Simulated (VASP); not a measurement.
# GaAs (F-43m) in VASP: a series of runs

GaAs is run at these levels: PBE; tasks: electric field gradients.

All numbers are computed with VASP 6.6.1; they aren't measurements. Logs are shortened: lines on timing, memory, paths and dates and some standing lists are left out, and cuts for length are marked.

## Step 1: The cell of the first run

The structure is cubic, space group F-43m (No. 216). The conventional cell has a = 5.577 Å, b = 5.577 Å, c = 5.577 Å, α = 90.00°, β = 90.00°, γ = 90.00°. Within 3.2 Å of Ga (site symmetry -43m) lie 4 As at 2.42 Å. As (site symmetry -43m) has 4 Ga at 2.42 Å within 3.2 Å.

## Step 2: Electric field gradients, PBE (21.69 Å³/atom)

File INCAR:

```
SYSTEM = GaAs
ALGO = Normal
EDIFF = 1E-8
ENCUT = 520
GGA = PE
ISIF = 2
ISMEAR = -1
LASPH = .True.
LCHARG = .False.
LEFG = .True.
LREAL = .False.
LWAVE = .False.
NBANDS = 16
NELM = 60
PREC = Accurate
SIGMA = 0.05
```

File KPOINTS:

```
k-points
0
Gamma
  11 11 11
  0 0 0
```

File POSCAR:

```
GaAs
1.0
    0.0000000000      2.7886446409      2.7886446409
    2.7886446409      0.0000000000      2.7886446409
    2.7886446409      2.7886446409      0.0000000000
Ga As
1 1
Direct
    0.0000000000      0.0000000000      0.0000000000
    0.7500000000      0.7500000000      0.7500000000
```

Potentials or basis: VASP PAW PBE potentials, release 64 (Ga_d, As).

Started as:

```sh
> cat potpaw_PBE.64/Ga_d/POTCAR potpaw_PBE.64/As/POTCAR > POTCAR
> mpirun -np 1 vasp_std > vasp.out
```

OUTCAR:

```text
SYSTEM = GaAs
   EDIFF = 1E-8
   ENCUT = 520
   GGA = PE
   ISIF = 2
   ISMEAR = -1
   LASPH = .True.
   LREAL = .False.
   NELM = 60
   PREC = Accurate

 ion  position               nearest neighbor table
   1  0.000  0.000  0.000-   2 2.42   2 2.42   2 2.42   2 2.42
   2  0.750  0.750  0.750-   1 2.42   1 2.42   1 2.42   1 2.42

  LATTYP: Found a face centered cubic cell.
 ALAT       =     5.5772892818

  Lattice vectors:

 A1 = (   0.0000000000,   2.7886446409,   2.7886446409)
 A2 = (   2.7886446409,   0.0000000000,   2.7886446409)
 A3 = (   2.7886446409,   2.7886446409,   0.0000000000)

Analysis of symmetry for initial positions (statically):
=====================================================================
 Subroutine PRICEL returns:
 Original cell was already a primitive cell.

 Routine SETGRP: Setting up the symmetry group for a
 face centered cubic supercell.

 Subroutine GETGRP returns: Found 24 space group operations
 (whereof 24 operations were pure point group operations)
 out of a pool of 48 trial point group operations.

The static configuration has the point symmetry T_d .

Analysis of symmetry for dynamics (positions and initial velocities):
=====================================================================
 Subroutine PRICEL returns:
 Original cell was already a primitive cell.

 Routine SETGRP: Setting up the symmetry group for a
 face centered cubic supercell.

 Subroutine GETGRP returns: Found 24 space group operations
 (whereof 24 operations were pure point group operations)
 out of a pool of 48 trial point group operations.

The dynamic configuration has the point symmetry T_d .

 Subroutine INISYM returns: Found 24 space group operations
 (whereof 24 operations are pure point group operations),
 and found     1 'primitive' translations

----------------------------------------------------------------------------------------

                                     Primitive cell

  volume of cell :      43.3720

  direct lattice vectors                    reciprocal lattice vectors
     0.000000000  2.788644641  2.788644641    -0.179298571  0.179298571  0.179298571
     2.788644641  0.000000000  2.788644641     0.179298571 -0.179298571  0.179298571
     2.788644641  2.788644641  0.000000000     0.179298571  0.179298571 -0.179298571

  length of vectors
     3.943739072  3.943739072  3.943739072     0.310554235  0.310554235  0.310554235

  position of ions in fractional coordinates (direct lattice)
     0.000000000  0.000000000  0.000000000
     0.750000000  0.750000000  0.750000000

  ion indices of the primitive-cell ions
   primitive index   ion index
                 1           1
                 2           2

----------------------------------------------------------------------------------------

 KPOINTS: k-points

Automatic generation of k-mesh.
 Grid dimensions read from file:
 generate k-points for:   11   11   11

 Generating k-lattice:

  Cartesian coordinates                     Fractional coordinates (reciprocal lattice)
    -0.016299870  0.016299870  0.016299870     0.090909091  0.000000000  0.000000000
     0.016299870 -0.016299870  0.016299870     0.000000000  0.090909091  0.000000000
     0.016299870  0.016299870 -0.016299870     0.000000000  0.000000000  0.090909091

  Length of vectors
     0.028232203  0.028232203  0.028232203

  Shift w.r.t. Gamma in fractional coordinates (k-lattice)
     0.000000000  0.000000000  0.000000000

 Subroutine IBZKPT returns following result:
 ===========================================

 Found     56 irreducible k-points:

 Following reciprocal coordinates:
            Coordinates               Weight
  0.000000  0.000000  0.000000      1.000000
  0.090909  0.000000  0.000000      8.000000
  0.181818  0.000000  0.000000      8.000000
  0.272727  0.000000  0.000000      8.000000
  0.363636  0.000000  0.000000      8.000000
  0.454545  0.000000  0.000000      8.000000
[... 16 lines left out ...]
 -0.272727  0.181818  0.000000     24.000000
 -0.181818  0.181818  0.000000     12.000000
 [... further k-points ...]
   k-points           NKPTS =     56   k-points in BZ     NKDIM =     56   number of bands    NBANDS=     16
   number of dos      NEDOS =    301   number of ions     NIONS =      2
   total plane-waves  NPLWV =  27000
   dimension x,y,z NGX =    30 NGY =   30 NGZ =   30
   dimension x,y,z NGXF=    60 NGYF=   60 NGZF=   60
   ions per type =               1   1
   NGX,Y,Z   is equivalent  to a cutoff of  12.65, 12.65, 12.65 a.u.
   NGXF,Y,Z  is equivalent  to a cutoff of  25.29, 25.29, 25.29 a.u.
 SYSTEM =  GaAs
   PREC   = accura    normal or accurate (medium, high low for compatibility)
   ISTART =      0    job   : 0-new  1-cont  2-samecut
   ICHARG =      2    charge: 1-file 2-atom 10-const
   ISPIN  =      1    spin polarized calculation?
   LNONCOLLINEAR =      F non collinear calculations
   LSORBIT =      F    spin-orbit coupling
   LASPH  =      T    aspherical Exc in radial PAW
   ENCUT  =  520.0 eV  38.22 Ry    6.18 a.u.   7.33  7.33  7.33*2*pi/ulx,y,z
   NELM   =     60;   NELMIN=  2; NELMDL= -5     # of ELM steps
   EDIFF  = 0.1E-07   stopping-criterion for ELM
   LREAL  =      F    real-space projection
   EDIFFG = 0.1E-06   stopping-criterion for IOM
   NSW    =      0    number of steps for IOM
   IBRION =     -1    ionic relax: 0-MD 1-quasi-New 2-CG
   NFREE  =      0    steps in history (QN), initial steepest desc. (CG)
   ISIF   =      2    stress and relaxation
   ISYM   =      2    0-nonsym 1-usesym 2-fastsym
   POTIM  = 0.5000    time-step for ionic-motion
   TEBEG  =    0.0;   TEEND  =   0.0 temperature during run
   PSTRESS=    0.0 pullay stress
   NELECT =      18.0000    total number of electrons
   NUPDOWN=      -1.0000    fix difference up-down
   EMIN   =  10.00;   EMAX   =-10.00  energy-range for DOS
   EFERMI =   0.00;   METHOD = LEGACY
   ISMEAR =    -1;   SIGMA  =   0.05  broadening in eV -4-tet -1-fermi 0-gaus
   EFERMI_NEDOS =   21; number of points for ismear=-14 and -15
   IALGO  =     38    algorithm
   IMIX   =      4    mixing-type and parameters
     AMIX     =   0.40;   BMIX     =  1.00
     AMIX_MAG =   1.60;   BMIX_MAG =  1.00
  volume/ion in A,a.u.               =      21.69       146.34
  Fermi-wavevector in a.u.,A,eV,Ry     =   1.221132  2.307604 20.288498  1.491163
  Thomas-Fermi vector in A             =   2.356325
   LORBIT       =      0    0 simple, 1 ext, 2 COOP (PROOUT), +10 PAW based schemes
   GGA     = PE    functional components
   LHFCALC =     F    Hartree Fock is set to
   AEXX    =    0.0000 exact exchange contribution
   IVDW    =     0    specifies the selected vdW correction
   LEPSILON=     F    determine dielectric tensor
   LRPA    =     F    only Hartree local field effects (RPA)
 non-spin polarized calculation
  energy-cutoff  :      520.00
  volume of cell :       43.37
 maximum number of plane-waves:      1211
 NGX is ok and might be reduce to    30
   NGX = 15   NGY = 15   NGZ = 15

 number of electron      18.0000015 magnetization

 Free energy of the ion-electron system (eV)
  ---------------------------------------------------
  ext. energy  EPLUGINS =         0.00000000
  ---------------------------------------------------
  free energy    TOTEN  =        -8.19356085 eV

  energy without entropy =       -8.19356008  energy(sigma->0) =       -8.19356046

 E-fermi :   4.7777     XC(G=0):  -9.7733

 val. band max:        4.3236275318   @ k =   0.0000   0.0000   0.0000
 cond. band min:       5.1568945201   @ k =   0.0000   0.0000   0.0000
 fundamental gap:      0.8332669884
 Fermi energy:         4.7777223480

 k-point     1 :       0.0000    0.0000    0.0000
  band No.  band energies     occupation
      1     -10.5618      2.00000
      2     -10.5618      2.00000
      3     -10.5618      2.00000
      4     -10.4720      2.00000
      5     -10.4720      2.00000
      6      -8.7038      2.00000
[... 8 lines left out ...]
     15      14.5481      0.00000
     16      14.5481      0.00000
[... 419 lines left out ...]
 k-point    24 :      -0.1818    0.1818    0.0000
  band No.  band energies     occupation
      1     -10.6277      2.00000
      2     -10.5447      2.00000
      3     -10.5416      2.00000
      4     -10.4756      2.00000
      5     -10.4698      2.00000
      6      -7.6849      2.00000
[... 8 lines left out ...]
     15      14.7439      0.00000
     16      15.4928      0.00000

 [... further k-points ...]

------------------------ aborting loop because EDIFF is reached ----------------------------------------

  FORCE on cell =-STRESS in cart. coord.  units (eV):
  Direction    XX          YY          ZZ          XY          YZ          ZX
  --------------------------------------------------------------------------------------
  -------------------------------------------------------------------------------------
  Total        1.8694421      1.8694421      1.8694421      0.0000000      0.0000000     -0.0000000
  in kB       69.0578525     69.0578525     69.0578525      0.0000000      0.0000000     -0.0000000
  external PRESSURE =      69.0578525 kB  Pullay stress =       0.0000000 kB

 VOLUME and BASIS-vectors are now :
 -----------------------------------------------------------------------------
  energy-cutoff  :      520.00
  volume of cell :       43.37
      direct lattice vectors                 reciprocal lattice vectors
     0.000000000  2.788644641  2.788644641    -0.179298571  0.179298571  0.179298571
     2.788644641  0.000000000  2.788644641     0.179298571 -0.179298571  0.179298571
     2.788644641  2.788644641  0.000000000     0.179298571  0.179298571 -0.179298571

 POSITION                                       TOTAL-FORCE (eV/Angst)
 -----------------------------------------------------------------------------------
      0.00000      0.00000      0.00000         0.000000      0.000000      0.000000
      4.18297      4.18297      4.18297        -0.000000     -0.000000     -0.000000
 -----------------------------------------------------------------------------------
    total drift:                               -0.000001     -0.000001     -0.000001

  FREE ENERGIE OF THE ION-ELECTRON SYSTEM (eV)
  ---------------------------------------------------
  free  energy   TOTEN  =        -8.1935608484 eV

  energy  without entropy=       -8.1935600755  energy(sigma->0) =       -8.19356046

 Electric field gradients (V/A^2)
---------------------------------------------------------------------
 ion       V_xx      V_yy      V_zz      V_xy      V_xz      V_yz
---------------------------------------------------------------------
   1       0.000     0.000    -0.000    -0.003    -0.003    -0.003
   2       0.000     0.000     0.000     0.000     0.000     0.000
---------------------------------------------------------------------

 Electric field gradients after diagonalization (V/A^2)
 (convention: |V_zz| > |V_xx| > |V_yy|)
----------------------------------------------------------------------
 ion       V_xx      V_yy      V_zz     asymmetry (V_yy - V_xx)/ V_zz
----------------------------------------------------------------------
   1       0.003     0.003    -0.007       0.000
   2      -0.000    -0.000     0.000       0.000
----------------------------------------------------------------------

           NMR quadrupolar parameters

 Cq : quadrupolar parameter    Cq=e*Q*V_zz/h
 eta: asymmetry parameters     (V_yy - V_xx)/ V_zz
 Q  : nuclear electric quadrupole moment in mb (millibarn)
----------------------------------------------------------------------
 ion       Cq(MHz)       eta       Q (mb)
----------------------------------------------------------------------
   1      -0.000       0.000       1.000
   2       0.000       0.000       1.000
----------------------------------------------------------------------
```

Wall time 30 s (1 thread of AMD EPYC 7R13 (Zen 3), shared host); peak memory 0.16 GiB.

Results:

```
Free energy                             : -8.1936 eV
Pressure                                : 6.9 GPa
Band gap on the k mesh                  : 0.83 eV
Largest electric field gradient by atom : zero within the noise of the run
```

Caveat: the cell stands under pressure; an odd mesh through Γ misses points on the zone boundary, where band edges can lie.

## Step 3: Electric field gradients, PBE (21.69 Å³/atom)

File INCAR:

```
PREC = Accurate
ENCUT = 520
EDIFF = 1E-8
ISMEAR = -1
SIGMA = 0.05
LREAL = False
LASPH = True
NELM = 60
ALGO = Normal
ISIF = 2
LWAVE = False
LCHARG = False
GGA = PE
LEFG = True
NBANDS = 16
```

File KPOINTS:

```
regular mesh
0
Gamma
  11 11 11
```

POSCAR is that of step 2.

Potentials or basis: VASP PAW PBE potentials, release 64 (Ga_d, As).

Started as:

```sh
> cat potpaw_PBE.64/Ga_d/POTCAR potpaw_PBE.64/As/POTCAR > POTCAR
> mpirun -np 1 vasp_std > vasp.out
```

OUTCAR:

```text
PREC = Accurate
   ENCUT = 520
   EDIFF = 1E-8
   ISMEAR = -1
   LREAL = False
   LASPH = True
   NELM = 60
   ISIF = 2
   GGA = PE

 ion  position               nearest neighbor table
   1  0.000  0.000  0.000-   2 2.42   2 2.42   2 2.42   2 2.42
   2  0.750  0.750  0.750-   1 2.42   1 2.42   1 2.42   1 2.42

  LATTYP: Found a face centered cubic cell.
 ALAT       =     5.5772892818

  Lattice vectors:

 A1 = (   0.0000000000,   2.7886446409,   2.7886446409)
 A2 = (   2.7886446409,   0.0000000000,   2.7886446409)
 A3 = (   2.7886446409,   2.7886446409,   0.0000000000)

Analysis of symmetry for initial positions (statically):
=====================================================================
 Subroutine PRICEL returns:
 Original cell was already a primitive cell.

 Routine SETGRP: Setting up the symmetry group for a
 face centered cubic supercell.

 Subroutine GETGRP returns: Found 24 space group operations
[... 643 lines left out ...]
  volume of cell :       43.37
      direct lattice vectors                 reciprocal lattice vectors
     0.000000000  2.788644641  2.788644641    -0.179298571  0.179298571  0.179298571
     2.788644641  0.000000000  2.788644641     0.179298571 -0.179298571  0.179298571
     2.788644641  2.788644641  0.000000000     0.179298571  0.179298571 -0.179298571

 POSITION                                       TOTAL-FORCE (eV/Angst)
 -----------------------------------------------------------------------------------
      0.00000      0.00000      0.00000         0.000000      0.000000      0.000000
      4.18297      4.18297      4.18297        -0.000000     -0.000000     -0.000000
 -----------------------------------------------------------------------------------
    total drift:                               -0.000001     -0.000001     -0.000001

  FREE ENERGIE OF THE ION-ELECTRON SYSTEM (eV)
  ---------------------------------------------------
  free  energy   TOTEN  =        -8.1935608484 eV

  energy  without entropy=       -8.1935600755  energy(sigma->0) =       -8.19356046

 Electric field gradients (V/A^2)
---------------------------------------------------------------------
 ion       V_xx      V_yy      V_zz      V_xy      V_xz      V_yz
---------------------------------------------------------------------
   1       0.000     0.000    -0.000    -0.003    -0.003    -0.003
   2       0.000     0.000     0.000     0.000     0.000     0.000
---------------------------------------------------------------------

 Electric field gradients after diagonalization (V/A^2)
 (convention: |V_zz| > |V_xx| > |V_yy|)
----------------------------------------------------------------------
 ion       V_xx      V_yy      V_zz     asymmetry (V_yy - V_xx)/ V_zz
----------------------------------------------------------------------
   1       0.003     0.003    -0.007       0.000
   2      -0.000    -0.000     0.000       0.000
----------------------------------------------------------------------

           NMR quadrupolar parameters

 Cq : quadrupolar parameter    Cq=e*Q*V_zz/h
 eta: asymmetry parameters     (V_yy - V_xx)/ V_zz
 Q  : nuclear electric quadrupole moment in mb (millibarn)
----------------------------------------------------------------------
 ion       Cq(MHz)       eta       Q (mb)
----------------------------------------------------------------------
   1      -0.000       0.000       1.000
   2       0.000       0.000       1.000
----------------------------------------------------------------------
```

Wall time 30 s (1 thread of AMD EPYC 7R13 (Zen 3), shared host); peak memory 0.16 GiB.

What came out:

```
Free energy                             : -8.1936 eV
Pressure                                : 6.9 GPa
Band gap on the k mesh                  : 0.83 eV
Largest electric field gradient by atom : zero within the noise of the run
```

Levels at points of the mesh, in eV from the valence-band top:
```
           k point  band 6  band 7  band 8  band 9  band 10  band 11  band 12  band 13
(0.00, 0.00, 0.00)  -13.03    0.00    0.00    0.00     0.83     3.74     3.74     3.74
```

Caveat: the cell stands under pressure; an odd mesh through Γ misses points on the zone boundary, where band edges can lie.

(Continued in part 2 of 3.)
